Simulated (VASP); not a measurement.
## InSb: single point with PBE

InSb:

```xyz
12
Lattice="3.0391 -3.1786 0.0000 3.0391 3.1786 0.0000 0.0000 0.0000 18.0165" Properties=species:S:1:pos:R:3 pbc="T T T"
In    3.0391    2.6721    4.5041
In    3.0391   -2.6721   13.5124
In    3.0391    0.5477    7.3909
In    3.0391   -0.5477   16.3992
In    3.0391   -0.5477   10.6256
In    3.0391    0.5477    1.6173
Sb    3.0391   -0.4910    4.5041
Sb    3.0391    0.4910   13.5124
Sb    3.0391   -2.6621    7.6377
Sb    3.0391    2.6621   16.6460
Sb    3.0391    2.6621   10.3789
Sb    3.0391   -2.6621    1.3706
```

```json
{"Program": "VASP 6.6.1", "Task": "single point", "Functional": "PBE", "Potentials or basis": "VASP PAW PBE potentials, release 64 (In_d, Sb)", "Cutoff": "520 eV", "k mesh": "4 × 4 × 1", "Occupations": "gaussian, width 0.1 eV", "Spin": "no spin polarisation"}
```

```json
{
  "Pressure": "0.1 GPa",
  "Largest force": "0.284 eV/Å",
  "Band gap on the k mesh": "zero (bands 54 and 55 overlap by 2.53 eV)"
}
```

Forces in eV/Å, atoms in the order of the input:
```
In   0.000  0.076  0.000
In   0.000 -0.076  0.000
In   0.000  0.019  0.026
In   0.000 -0.019  0.026
In   0.000 -0.019 -0.026
In   0.000  0.019 -0.026
Sb   0.000  0.005  0.000
Sb   0.000 -0.005  0.000
Sb   0.000 -0.109  0.262
Sb   0.000  0.109  0.262
Sb   0.000  0.109 -0.262
Sb   0.000 -0.109 -0.262
```

Stress tensor (GPa, compression positive):
```
-0.12  0.00  0.00
 0.00  0.90  0.00
 0.00  0.00 -0.49
```

Levels at points of the mesh, in eV from the Fermi level:
```
           k point  band 51  band 52  band 53  band 54  band 55  band 56  band 57  band 58  band 59  band 60
(0.00, 0.00, 0.00)    -1.28    -1.12    -1.08    -1.05    -1.00    -0.48    -0.16     0.06     2.05     2.88
(0.50, 0.00, 0.00)    -0.03     0.08     0.18     0.38     1.00     1.12     1.39     1.44     1.59     1.63
(0.50, 0.50, 0.00)    -2.96    -2.60    -2.40    -2.35    -2.14    -1.47    -0.34     0.25     0.83     1.60
```

Run time: 6.8 min on 1 thread of Intel Xeon 8259CL, on a shared host, peak memory 0.49 GiB.

Caveat: spin-orbit coupling is left out, which moves the levels of the heavy elements.
